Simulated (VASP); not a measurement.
# Ti4H in VASP: further runs

The runs below take Ti4H through single point, with PBE.

Program: VASP 6.6.1. These are calculated values, not measurements. Logs are shortened: lines on timing, memory, paths and dates and some standing lists are left out, and cuts for length are marked.

### Step 1. The cell of the first run

The cell holds a slab with vacuum, 5 atoms: a = 3.255 Å, b = 3.255 Å, c = 20.179 Å, α = 90.00°, β = 90.00°, γ = 90.00°.

### Step 2. Single point, PBE

INCAR

```
SYSTEM = Ti4H
ALGO = Normal
DIPOL = 0.5 0.5 0.354
EDIFF = 1E-6
ENCUT = 520
GGA = PE
IDIPOL = 3
ISIF = 2
ISMEAR = 0
LASPH = .True.
LCHARG = .False.
LDIPOL = .True.
LREAL = .False.
LWAVE = .False.
NBANDS = 32
NELM = 80
PREC = Accurate
SIGMA = 0.1
```

KPOINTS

```
k-points
0
Gamma
  8 8 1
  0 0 0
```

POSCAR

```
Ti4H
1.0
    3.2553359259      0.0000000000      0.0000000000
    0.0000000000      3.2553359259      0.0000000000
    0.0000000000      0.0000000000     20.1793674375
Ti H
4 1
Direct
    0.5000000000      0.5000000000      0.1982222690
    0.0000000000      0.0000000000      0.2788822782
    0.5000000000      0.5000000000      0.3551865247
    0.0000000000      0.0000000000      0.4301109767
    0.0000000000      0.2500000000      0.5065905263
```

Potentials or basis: VASP PAW PBE potentials, release 64 (Ti_sv, H).

The run is started by

```bash
$ cat potpaw_PBE.64/Ti_sv/POTCAR potpaw_PBE.64/H/POTCAR > POTCAR
$ mpirun -np 1 vasp_std > vasp.out
```

OUTCAR:

```text
SYSTEM = Ti4H
   EDIFF = 1E-6
   ENCUT = 520
   GGA = PE
   ISIF = 2
   ISMEAR = 0
   LASPH = .True.
   LREAL = .False.
   NELM = 80
   PREC = Accurate

 ion  position               nearest neighbor table
   1  0.500  0.500  0.198-   2 2.82   2 2.82   2 2.82   2 2.82
   2  0.000  0.000  0.279-   3 2.77   3 2.77   3 2.77   3 2.77   1 2.82   1 2.82   1 2.82   1 2.82

   3  0.500  0.500  0.355-   4 2.75   4 2.75   4 2.75   4 2.75   2 2.77   2 2.77   2 2.77   2 2.77

   4  0.000  0.000  0.430-   5 1.74   3 2.75   3 2.75   3 2.75   3 2.75
   5  0.000  0.250  0.507-   4 1.74

  LATTYP: Found a simple tetragonal cell.
 ALAT       =     3.2553359259
 C/A-ratio  =     6.1988587036

  Lattice vectors:

 A1 = (   3.2553359259,   0.0000000000,   0.0000000000)
 A2 = (   0.0000000000,   3.2553359259,   0.0000000000)
 A3 = (   0.0000000000,   0.0000000000,  20.1793674375)

Analysis of symmetry for initial positions (statically):
=====================================================================
 Subroutine PRICEL returns:
 Original cell was already a primitive cell.

 Routine SETGRP: Setting up the symmetry group for a
 simple tetragonal supercell.

 Subroutine GETGRP returns: Found  2 space group operations
 (whereof  2 operations were pure point group operations)
 out of a pool of 16 trial point group operations.

The static configuration has the point symmetry C_1h.

Analysis of symmetry for dynamics (positions and initial velocities):
=====================================================================
 Subroutine PRICEL returns:
 Original cell was already a primitive cell.

 Routine SETGRP: Setting up the symmetry group for a
 simple tetragonal supercell.

 Subroutine GETGRP returns: Found  2 space group operations
 (whereof  2 operations were pure point group operations)
 out of a pool of 16 trial point group operations.

The dynamic configuration has the point symmetry C_1h.

 Subroutine INISYM returns: Found  2 space group operations
 (whereof  2 operations are pure point group operations),
 and found     1 'primitive' translations

----------------------------------------------------------------------------------------

                                     Primitive cell

  volume of cell :     213.8450

  direct lattice vectors                    reciprocal lattice vectors
     3.255335926  0.000000000  0.000000000     0.307187959  0.000000000  0.000000000
     0.000000000  3.255335926  0.000000000     0.000000000  0.307187959  0.000000000
     0.000000000  0.000000000 20.179367438     0.000000000  0.000000000  0.049555567

  length of vectors
     3.255335926  3.255335926 20.179367438     0.307187959  0.307187959  0.049555567

  position of ions in fractional coordinates (direct lattice)
     0.500000000  0.500000000  0.198222269
     0.000000000  0.000000000  0.278882278
     0.500000000  0.500000000  0.355186525
     0.000000000  0.000000000  0.430110977
     0.000000000  0.250000000  0.506590526

  ion indices of the primitive-cell ions
   primitive index   ion index
                 1           1
                 2           2
                 3           3
                 4           4
                 5           5

----------------------------------------------------------------------------------------

 KPOINTS: k-points

Automatic generation of k-mesh.
 Grid dimensions read from file:
 generate k-points for:    8    8    1

 Generating k-lattice:

  Cartesian coordinates                     Fractional coordinates (reciprocal lattice)
     0.038398495  0.000000000  0.000000000     0.125000000  0.000000000  0.000000000
     0.000000000  0.038398495  0.000000000     0.000000000  0.125000000  0.000000000
     0.000000000  0.000000000  0.049555567     0.000000000  0.000000000  1.000000000

  Length of vectors
     0.038398495  0.038398495  0.049555567

  Shift w.r.t. Gamma in fractional coordinates (k-lattice)
     0.000000000  0.000000000  0.000000000

 Subroutine IBZKPT returns following result:
 ===========================================

 Found     25 irreducible k-points:

 Following reciprocal coordinates:
            Coordinates               Weight
  0.000000  0.000000  0.000000      1.000000
  0.125000  0.000000  0.000000      2.000000
  0.000000  0.125000  0.000000      2.000000
  0.250000  0.000000  0.000000      2.000000
  0.000000  0.250000  0.000000      2.000000
  0.375000  0.000000  0.000000      2.000000
[... 16 lines left out ...]
  0.500000  0.375000  0.000000      2.000000
 -0.375000  0.500000  0.000000      2.000000
   k-points           NKPTS =     25   k-points in BZ     NKDIM =     25   number of bands    NBANDS=     32
   number of dos      NEDOS =    301   number of ions     NIONS =      5
   total plane-waves  NPLWV =  86400
   dimension x,y,z NGX =    24 NGY =   24 NGZ =  150
   dimension x,y,z NGXF=    48 NGYF=   48 NGZF=  300
   ions per type =               4   1
   NGX,Y,Z   is equivalent  to a cutoff of  12.26, 12.26, 12.36 a.u.
   NGXF,Y,Z  is equivalent  to a cutoff of  24.51, 24.51, 24.72 a.u.
 SYSTEM =  Ti4H
   PREC   = accura    normal or accurate (medium, high low for compatibility)
   ISTART =      0    job   : 0-new  1-cont  2-samecut
   ICHARG =      2    charge: 1-file 2-atom 10-const
   ISPIN  =      1    spin polarized calculation?
   LNONCOLLINEAR =      F non collinear calculations
   LSORBIT =      F    spin-orbit coupling
   LASPH  =      T    aspherical Exc in radial PAW
   ENCUT  =  520.0 eV  38.22 Ry    6.18 a.u.   6.05  6.05 37.52*2*pi/ulx,y,z
   NELM   =     80;   NELMIN=  2; NELMDL= -5     # of ELM steps
   EDIFF  = 0.1E-05   stopping-criterion for ELM
   LREAL  =      F    real-space projection
[... 7 lines left out ...]
   TEBEG  =    0.0;   TEEND  =   0.0 temperature during run
   PSTRESS=    0.0 pullay stress
   NELECT =      49.0000    total number of electrons
   NUPDOWN=      -1.0000    fix difference up-down
   EMIN   =  10.00;   EMAX   =-10.00  energy-range for DOS
   EFERMI =   0.00;   METHOD = LEGACY
   ISMEAR =     0;   SIGMA  =   0.10  broadening in eV -4-tet -1-fermi 0-gaus
   EFERMI_NEDOS =   21; number of points for ismear=-14 and -15
   IALGO  =     38    algorithm
   IMIX   =      4    mixing-type and parameters
     AMIX     =   0.40;   BMIX     =  1.00
     AMIX_MAG =   1.60;   BMIX_MAG =  1.00
  volume/ion in A,a.u.               =      42.77       288.62
  Fermi-wavevector in a.u.,A,eV,Ry     =   1.001783  1.893096 13.654397  1.003570
  Thomas-Fermi vector in A             =   2.134228
   LORBIT       =      0    0 simple, 1 ext, 2 COOP (PROOUT), +10 PAW based schemes
   GGA     = PE    functional components
   LHFCALC =     F    Hartree Fock is set to
   AEXX    =    0.0000 exact exchange contribution
   IVDW    =     0    specifies the selected vdW correction
   LEPSILON=     F    determine dielectric tensor
   LRPA    =     F    only Hartree local field effects (RPA)
 non-spin polarized calculation
 Gauss-broadening in eV      SIGMA  =   0.10
  energy-cutoff  :      520.00
  volume of cell :      213.85
 maximum number of plane-waves:      5808
   NGX = 13   NGY = 13   NGZ = 75

 dipolmoment           0.000000      0.000000     -0.165093 electrons x Angstroem

 number of electron      49.0000022 magnetization

 dipolmoment           0.000000      0.000000      0.172954 electrons x Angstroem

 Free energy of the ion-electron system (eV)
  ---------------------------------------------------
  ext. energy  EPLUGINS =         0.00000000
  ---------------------------------------------------
  free energy    TOTEN  =       -31.88085049 eV

  energy without entropy =      -31.83028932  energy(sigma->0) =      -31.85556990

 E-fermi :  -0.4006     XC(G=0):  -4.8849

 val. band max:       -0.4006580518   @ k =   0.3750   0.0000   0.0000
 cond. band min:      -0.3969897909   @ k =  -0.1250   0.5000   0.0000
 fundamental gap:      0.0036682609
 Fermi energy:        -0.4005716992

 k-point     1 :       0.0000    0.0000    0.0000
  band No.  band energies     occupation
      1     -57.4725      2.00000
      2     -57.1275      2.00000
      3     -56.7364      2.00000
      4     -56.5518      2.00000
      5     -33.8303      2.00000
      6     -33.6334      2.00000
[... 24 lines left out ...]
     31       1.2800      0.00000
     32       1.3495      0.00000

 k-point     2 :       0.1250    0.0000    0.0000
  band No.  band energies     occupation
      1     -57.4705      2.00000
      2     -57.1245      2.00000
      3     -56.7320      2.00000
      4     -56.5554      2.00000
      5     -33.8316      2.00000
      6     -33.6539      2.00000
[... 24 lines left out ...]
     31       0.9857      0.00000
     32       1.5168      0.00000

 k-point     3 :       0.0000    0.1250    0.0000
  band No.  band energies     occupation
      1     -57.4705      2.00000
      2     -57.1245      2.00000
      3     -56.7320      2.00000
      4     -56.5554      2.00000
      5     -33.8317      2.00000
      6     -33.6402      2.00000
[... 24 lines left out ...]
     31       0.9695      0.00000
     32       1.5104      0.00000

 k-point     4 :       0.2500    0.0000    0.0000
  band No.  band energies     occupation
      1     -57.4655      2.00000
      2     -57.1172      2.00000
      3     -56.7205      2.00000
      4     -56.5651      2.00000
      5     -33.8356      2.00000
      6     -33.7023      2.00000
[... 654 lines left out ...]
     31       1.4414      0.00000
     32       1.5435      0.00000

 k-point    23 :       0.5000    0.3750    0.0000
  band No.  band energies     occupation
      1     -57.4502      2.00000
      2     -57.0982      2.00000
      3     -56.6913      2.00000
      4     -56.5733      2.00000
      5     -33.8039      2.00000
      6     -33.7587      2.00000
[... 24 lines left out ...]
     31       1.5633      0.00000
     32       1.8047      0.00000

 k-point    24 :      -0.3750    0.5000    0.0000
  band No.  band energies     occupation
      1     -57.4502      2.00000
      2     -57.0982      2.00000
      3     -56.6913      2.00000
      4     -56.5733      2.00000
      5     -33.8046      2.00000
      6     -33.7445      2.00000
[... 24 lines left out ...]
     31       1.5191      0.00000
     32       1.9270      0.00000

 [... further k-points ...]

------------------------ aborting loop because EDIFF is reached ----------------------------------------

 vacuum level on the upper side and lower side of the slab       (xc-potential included)         1.429        -1.482

  FORCE on cell =-STRESS in cart. coord.  units (eV):
  Direction    XX          YY          ZZ          XY          YZ          ZX
  --------------------------------------------------------------------------------------
  -------------------------------------------------------------------------------------
  Total       -1.8933483     -2.8569686      0.1976059      0.0000000      1.2590891      0.0000000
  in kB      -14.1854111    -21.4050810      1.4805097      0.0000000      9.4333922      0.0000000
  external PRESSURE =     -11.3699941 kB  Pullay stress =       0.0000000 kB

 VOLUME and BASIS-vectors are now :
 -----------------------------------------------------------------------------
  energy-cutoff  :      520.00
  volume of cell :      213.85
      direct lattice vectors                 reciprocal lattice vectors
     3.255335926  0.000000000  0.000000000     0.307187959  0.000000000  0.000000000
     0.000000000  3.255335926  0.000000000     0.000000000  0.307187959  0.000000000
     0.000000000  0.000000000 20.179367438     0.000000000  0.000000000  0.049555567

 POSITION                                       TOTAL-FORCE (eV/Angst)
 -----------------------------------------------------------------------------------
      1.62767      1.62767      4.00000         0.000000     -0.024689      0.618498
      0.00000      0.00000      5.62767         0.000000      0.092568     -0.650286
      1.62767      1.62767      7.16744         0.000000     -0.334446     -0.731562
      0.00000      0.00000      8.67937         0.000000     -0.329936      0.747971
      0.00000      0.81383     10.22268         0.000000      0.596503      0.015379
 -----------------------------------------------------------------------------------
    total drift:                                0.000000      0.000078     -0.000092

  FREE ENERGIE OF THE ION-ELECTRON SYSTEM (eV)
  ---------------------------------------------------
  free  energy   TOTEN  =       -31.8808504855 eV

  energy  without entropy=      -31.8302893200  energy(sigma->0) =      -31.85556990

 vacuum level on the upper side and lower side of the slab         5.721         2.659
```

Run time: 2.4 min. Hardware: 1 thread of Intel Xeon 6975P-C (Granite Rapids), shared host; peak memory 0.35 GiB.

Results:

* Free energy: -31.8809 eV
* Largest force: 0.818 eV/Å

Forces in eV/Å, atoms in the order of the input:
```
Ti   0.000 -0.025  0.618
Ti   0.000  0.093 -0.650
Ti   0.000 -0.334 -0.732
Ti   0.000 -0.330  0.748
H    0.000  0.597  0.015
```

[end of part 1 of 2]
